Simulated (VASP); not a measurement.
# ZnCu (Pm-3m) in VASP: a series of runs

The runs below take ZnCu through single point, with PBE.

Everything below comes from runs of VASP 6.6.1. Logs are shortened: lines on timing, memory, paths and dates and some standing lists are left out, and cuts for length are marked.

### Step 1. The cell of the first run

It takes space group Pm-3m (No. 221, cubic). The conventional cell has a = 2.993 Å, b = 2.993 Å, c = 2.993 Å, α = 90.00°, β = 90.00°, γ = 90.00°. Within 3.4 Å of Zn (site symmetry m-3m) lie 8 Cu at 2.59 Å and 6 Zn at 2.99 Å. Cu (site symmetry m-3m) has 8 Zn at 2.59 Å and 6 Cu at 2.99 Å within 3.4 Å.

### Step 2. Single point, PBE

INCAR reads:

```
PREC = Accurate ; ENCUT = 520
EDIFF = 1E-7 ; ISMEAR = 1
SIGMA = 0.1 ; LREAL = F
LASPH = T ; NELM = 80
ALGO = Normal ; ISIF = 2
LWAVE = F ; LCHARG = F
GGA = PE ; NBANDS = 18
```

KPOINTS reads:

```
regular mesh
0
Gamma
  10 10 10
```

POSCAR reads:

```
ZnCu
1.0
    2.9932872708      0.0000000000      0.0000000000
    0.0000000000      2.9932872708      0.0000000000
    0.0000000000      0.0000000000      2.9932872708
Zn Cu
1 1
Direct
    0.5000000000      0.5000000000      0.5000000000
    0.0000000000      0.0000000000      0.0000000000
```

Potentials or basis: VASP PAW PBE potentials, release 64 (Zn, Cu).

Started as:

```
$ cat potpaw_PBE.64/Zn/POTCAR potpaw_PBE.64/Cu/POTCAR > POTCAR
$ mpirun -np 1 vasp_std > vasp.out
```

OUTCAR:

```text
PREC = Accurate
   ENCUT = 520
   EDIFF = 1E-7
   ISMEAR = 1
   LREAL = F
   LASPH = T
   NELM = 80
   ISIF = 2
   GGA = PE

 ion  position               nearest neighbor table
   1  0.500  0.500  0.500-   2 2.59   2 2.59   2 2.59   2 2.59   2 2.59   2 2.59   2 2.59   2 2.59

   2  0.000  0.000  0.000-   1 2.59   1 2.59   1 2.59   1 2.59   1 2.59   1 2.59   1 2.59   1 2.59

  LATTYP: Found a simple cubic cell.
 ALAT       =     2.9932872708

  Lattice vectors:

 A1 = (   2.9932872708,   0.0000000000,   0.0000000000)
 A2 = (   0.0000000000,   2.9932872708,   0.0000000000)
 A3 = (   0.0000000000,   0.0000000000,   2.9932872708)

Analysis of symmetry for initial positions (statically):
=====================================================================
 Subroutine PRICEL returns:
 Original cell was already a primitive cell.

 Routine SETGRP: Setting up the symmetry group for a
 simple cubic supercell.

 Subroutine GETGRP returns: Found 48 space group operations
 (whereof 48 operations were pure point group operations)
 out of a pool of 48 trial point group operations.

The static configuration has the point symmetry O_h .

Analysis of symmetry for dynamics (positions and initial velocities):
=====================================================================
 Subroutine PRICEL returns:
 Original cell was already a primitive cell.

 Routine SETGRP: Setting up the symmetry group for a
 simple cubic supercell.

 Subroutine GETGRP returns: Found 48 space group operations
 (whereof 48 operations were pure point group operations)
 out of a pool of 48 trial point group operations.

The dynamic configuration has the point symmetry O_h .

 Subroutine INISYM returns: Found 48 space group operations
 (whereof 48 operations are pure point group operations),
 and found     1 'primitive' translations

----------------------------------------------------------------------------------------

                                     Primitive cell

  volume of cell :      26.8192

  direct lattice vectors                    reciprocal lattice vectors
     2.993287271  0.000000000  0.000000000     0.334080865  0.000000000  0.000000000
     0.000000000  2.993287271  0.000000000     0.000000000  0.334080865  0.000000000
     0.000000000  0.000000000  2.993287271     0.000000000  0.000000000  0.334080865

  length of vectors
     2.993287271  2.993287271  2.993287271     0.334080865  0.334080865  0.334080865

  position of ions in fractional coordinates (direct lattice)
     0.500000000  0.500000000  0.500000000
     0.000000000  0.000000000  0.000000000

  ion indices of the primitive-cell ions
   primitive index   ion index
                 1           1
                 2           2

----------------------------------------------------------------------------------------

 KPOINTS: regular mesh

Automatic generation of k-mesh.
 Grid dimensions read from file:
 generate k-points for:   10   10   10

 Generating k-lattice:

  Cartesian coordinates                     Fractional coordinates (reciprocal lattice)
     0.033408086  0.000000000  0.000000000     0.100000000  0.000000000  0.000000000
     0.000000000  0.033408086  0.000000000     0.000000000  0.100000000  0.000000000
     0.000000000  0.000000000  0.033408086     0.000000000  0.000000000  0.100000000

  Length of vectors
     0.033408086  0.033408086  0.033408086

  Shift w.r.t. Gamma in fractional coordinates (k-lattice)
     0.000000000  0.000000000  0.000000000

 Subroutine IBZKPT returns following result:
 ===========================================

 Found     56 irreducible k-points:

 Following reciprocal coordinates:
            Coordinates               Weight
  0.000000  0.000000  0.000000      1.000000
  0.100000  0.000000  0.000000      6.000000
  0.200000  0.000000  0.000000      6.000000
  0.300000  0.000000  0.000000      6.000000
  0.400000  0.000000  0.000000      6.000000
  0.500000  0.000000  0.000000      3.000000
[... 16 lines left out ...]
  0.200000  0.100000  0.100000     24.000000
  0.300000  0.100000  0.100000     24.000000
 [... further k-points ...]
   k-points           NKPTS =     56   k-points in BZ     NKDIM =     56   number of bands    NBANDS=     18
   number of dos      NEDOS =    301   number of ions     NIONS =      2
   total plane-waves  NPLWV =  13824
   dimension x,y,z NGX =    24 NGY =   24 NGZ =   24
   dimension x,y,z NGXF=    48 NGYF=   48 NGZF=   48
   ions per type =               1   1
   NGX,Y,Z   is equivalent  to a cutoff of  13.33, 13.33, 13.33 a.u.
   NGXF,Y,Z  is equivalent  to a cutoff of  26.66, 26.66, 26.66 a.u.
 SYSTEM =  unknown system
   PREC   = accura    normal or accurate (medium, high low for compatibility)
   ISTART =      0    job   : 0-new  1-cont  2-samecut
   ICHARG =      2    charge: 1-file 2-atom 10-const
   ISPIN  =      1    spin polarized calculation?
   LNONCOLLINEAR =      F non collinear calculations
   LSORBIT =      F    spin-orbit coupling
   LASPH  =      T    aspherical Exc in radial PAW
   ENCUT  =  520.0 eV  38.22 Ry    6.18 a.u.   5.57  5.57  5.57*2*pi/ulx,y,z
   NELM   =     80;   NELMIN=  2; NELMDL= -5     # of ELM steps
   EDIFF  = 0.1E-06   stopping-criterion for ELM
   LREAL  =      F    real-space projection
   EDIFFG = 0.1E-05   stopping-criterion for IOM
   NSW    =      0    number of steps for IOM
   IBRION =     -1    ionic relax: 0-MD 1-quasi-New 2-CG
   NFREE  =      0    steps in history (QN), initial steepest desc. (CG)
   ISIF   =      2    stress and relaxation
   ISYM   =      2    0-nonsym 1-usesym 2-fastsym
   POTIM  = 0.5000    time-step for ionic-motion
   TEBEG  =    0.0;   TEEND  =   0.0 temperature during run
   PSTRESS=    0.0 pullay stress
   NELECT =      23.0000    total number of electrons
   NUPDOWN=      -1.0000    fix difference up-down
   EMIN   =  10.00;   EMAX   =-10.00  energy-range for DOS
   EFERMI =   0.00;   METHOD = LEGACY
   ISMEAR =     1;   SIGMA  =   0.10  broadening in eV -4-tet -1-fermi 0-gaus
   EFERMI_NEDOS =   21; number of points for ismear=-14 and -15
   IALGO  =     38    algorithm
   IMIX   =      4    mixing-type and parameters
     AMIX     =   0.40;   BMIX     =  1.00
     AMIX_MAG =   1.60;   BMIX_MAG =  1.00
  volume/ion in A,a.u.               =      13.41        90.49
  Fermi-wavevector in a.u.,A,eV,Ry     =   1.555377  2.939237 32.915188  2.419198
  Thomas-Fermi vector in A             =   2.659327
   LORBIT       =      0    0 simple, 1 ext, 2 COOP (PROOUT), +10 PAW based schemes
   GGA     = PE    functional components
   LHFCALC =     F    Hartree Fock is set to
   AEXX    =    0.0000 exact exchange contribution
   IVDW    =     0    specifies the selected vdW correction
   LEPSILON=     F    determine dielectric tensor
   LRPA    =     F    only Hartree local field effects (RPA)
 non-spin polarized calculation
 Methfessel and Paxton  Order N= 1 SIGMA  =   0.10
  energy-cutoff  :      520.00
  volume of cell :       26.82
 maximum number of plane-waves:       739
 NGX is ok and might be reduce to    24
   NGX = 11   NGY = 11   NGZ = 11

 number of electron      23.0000043 magnetization

 Free energy of the ion-electron system (eV)
  ---------------------------------------------------
  ext. energy  EPLUGINS =         0.00000000
  ---------------------------------------------------
  free energy    TOTEN  =        -5.00240597 eV

  energy without entropy =       -5.00285648  energy(sigma->0) =       -5.00255614

 E-fermi :   5.1483     XC(G=0): -12.1313

 val. band max:        5.1251467090   @ k =   0.4000   0.4000   0.4000
 cond. band min:       5.2903855580   @ k =   0.3000   0.1000   0.1000
 fundamental gap:      0.1652388489
 Fermi energy:         5.1482803336

 k-point     1 :       0.0000    0.0000    0.0000
  band No.  band energies     occupation
      1      -4.8799      2.00000
      2      -2.6092      2.00000
      3      -2.6092      2.00000
      4      -1.9903      2.00000
      5      -1.9903      2.00000
      6      -1.9903      2.00000
[... 10 lines left out ...]
     17      16.6029      0.00000
     18      28.0429      0.00000

 k-point     2 :       0.1000    0.0000    0.0000
  band No.  band energies     occupation
      1      -4.7053      2.00000
      2      -2.5915      2.00000
      3      -2.5737      2.00000
      4      -2.0049      2.00000
      5      -2.0049      2.00000
      6      -1.9836      2.00000
[... 10 lines left out ...]
     17      18.1147      0.00000
     18      26.3566      0.00000

 k-point     3 :       0.2000    0.0000    0.0000
  band No.  band energies     occupation
      1      -4.1946      2.00000
      2      -2.5447      2.00000
      3      -2.4702      2.00000
      4      -2.0430      2.00000
      5      -2.0430      2.00000
      6      -1.9659      2.00000
[... 10 lines left out ...]
     17      21.5170      0.00000
     18      23.7010      0.00000

 k-point     4 :       0.3000    0.0000    0.0000
  band No.  band energies     occupation
      1      -3.4198      2.00000
      2      -2.4858      2.00000
      3      -2.2736      2.00000
      4      -2.0898      2.00000
      5      -2.0898      2.00000
      6      -1.9439      2.00000
[... 375 lines left out ...]
      4      -2.0273      2.00000
      5      -2.0273      2.00000
      6      -1.9924      2.00000
[... 10 lines left out ...]
     17      18.7637      0.00000
     18      23.6636      0.00000

 k-point    23 :       0.2000    0.1000    0.1000
  band No.  band energies     occupation
      1      -3.8676      2.00000
      2      -2.4905      2.00000
      3      -2.4307      2.00000
      4      -2.0699      2.00000
      5      -2.0534      2.00000
      6      -1.9898      2.00000
[... 10 lines left out ...]
     17      21.0575      0.00000
     18      21.3034      0.00000

 k-point    24 :       0.3000    0.1000    0.1000
  band No.  band energies     occupation
      1      -3.1507      2.00000
      2      -2.4384      2.00000
      3      -2.2948      2.00000
      4      -2.1231      2.00000
      5      -2.0218      2.00000
      6      -1.9579      2.00000
[... 10 lines left out ...]
     17      19.1536      0.00000
     18      19.4096      0.00000

 [... further k-points ...]

------------------------ aborting loop because EDIFF is reached ----------------------------------------

  FORCE on cell =-STRESS in cart. coord.  units (eV):
  Direction    XX          YY          ZZ          XY          YZ          ZX
  --------------------------------------------------------------------------------------
  -------------------------------------------------------------------------------------
  Total       -0.4456722     -0.4456722     -0.4456722      0.0000000     -0.0000000      0.0000000
  in kB      -26.6244693    -26.6244693    -26.6244693      0.0000000     -0.0000000      0.0000000
  external PRESSURE =     -26.6244693 kB  Pullay stress =       0.0000000 kB

 VOLUME and BASIS-vectors are now :
 -----------------------------------------------------------------------------
  energy-cutoff  :      520.00
  volume of cell :       26.82
      direct lattice vectors                 reciprocal lattice vectors
     2.993287271  0.000000000  0.000000000     0.334080865  0.000000000  0.000000000
     0.000000000  2.993287271  0.000000000     0.000000000  0.334080865  0.000000000
     0.000000000  0.000000000  2.993287271     0.000000000  0.000000000  0.334080865

 POSITION                                       TOTAL-FORCE (eV/Angst)
 -----------------------------------------------------------------------------------
      1.49664      1.49664      1.49664         0.000000      0.000000      0.000000
      0.00000      0.00000      0.00000         0.000000      0.000000      0.000000
 -----------------------------------------------------------------------------------
    total drift:                                0.000000      0.000000     -0.000000

  FREE ENERGIE OF THE ION-ELECTRON SYSTEM (eV)
  ---------------------------------------------------
  free  energy   TOTEN  =        -5.0024059715 eV

  energy  without entropy=       -5.0028564811  energy(sigma->0) =       -5.00255614
```

Wall time 17 s (1 thread of Intel Xeon 6975P-C, shared host); peak memory 0.16 GiB.

What came out:

| Property | Result |
| --- | --- |
| Free energy | -5.0024 eV |
| Pressure | -2.7 GPa |

Levels at points of the mesh, in eV from the Fermi level:
| k point | band 8 | band 9 | band 10 | band 11 | band 12 | band 13 | band 14 | band 15 | band 16 | band 17 |
| --- | --- | --- | --- | --- | --- | --- | --- | --- | --- | --- |
| (0.00, 0.00, 0.00) | -3.50 | -2.71 | -2.71 | -2.71 | 6.00 | 6.00 | 6.00 | 10.89 | 10.89 | 11.45 |
| (0.50, 0.00, 0.00) | -3.59 | -3.21 | -3.21 | -2.77 | -2.03 | 11.23 | 11.23 | 11.88 | 11.88 | 13.08 |
| (0.50, 0.50, 0.00) | -2.86 | -2.86 | -2.49 | -1.80 | -1.80 | 1.48 | 1.86 | 13.35 | 15.06 | 15.06 |
| (0.50, 0.50, 0.50) | -4.15 | -2.47 | -2.47 | 3.45 | 4.17 | 4.17 | 4.17 | 4.30 | 4.30 | 4.30 |

(Part 1 of 2 ends here.)
